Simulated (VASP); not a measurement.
**GaP: single point with LDA**

**Experimental background.**

“Stacking defects in GaP nanowires: Electronic structure and optical properties”, 2018, arxiv:1810.01194 quotes, for a bulk crystal of GaP at 10 K: band gap 2.34 eV (indirect).

GaP:

```xyz
2
Lattice="0.0000 2.7253 2.7253 2.7253 0.0000 2.7253 2.7253 2.7253 0.0000" Properties=species:S:1:pos:R:3 pbc="T T T"
Ga    0.0000    0.0000    0.0000
P     4.0879    4.0879    4.0879
```

- Program: VASP 6.6.1
- Task: single point
- Functional: LDA
- Potentials or basis: VASP PAW LDA potentials, release 64 (Ga_d, P)
- Cutoff: 520 eV
- k mesh: 8 × 8 × 8
- Occupations: gaussian, width 0.05 eV
- Spin: no spin polarisation

```
Pressure               : -2.7 GPa
Band gap on the k mesh : 1.49 eV, indirect (least direct gap 1.64 eV)
```

Levels at points of the mesh, in eV from the valence-band top:
```tsv
k point	band 7	band 8	band 9	band 10	band 11	band 12
(0.00, 0.00, 0.00)	0.00	0.00	0.00	1.64	3.79	3.79
(0.50, 0.00, 0.00)	-6.71	-1.13	-1.13	1.52	4.63	4.63
(0.50, 0.50, 0.00)	-6.84	-2.71	-2.71	1.50	1.68	10.45
```

Wall time 36 s on 1 thread of Intel Xeon 8259CL, with other jobs on the host, peak memory 0.16 GiB.

Measured gap of GaP: 2.34 eV (indirect; 10 K; quoted in “Stacking defects in GaP nanowires: Electronic structure and optical properties”, 2018, arxiv:1810.01194). This calculation gives 1.49 eV (-0.85 eV). Spin-orbit coupling on Ga is left out. The value is that of LDA on a finite k mesh, which can miss the band edges, without temperature or zero-point motion. Semilocal functionals fall short of measured gaps as a rule.
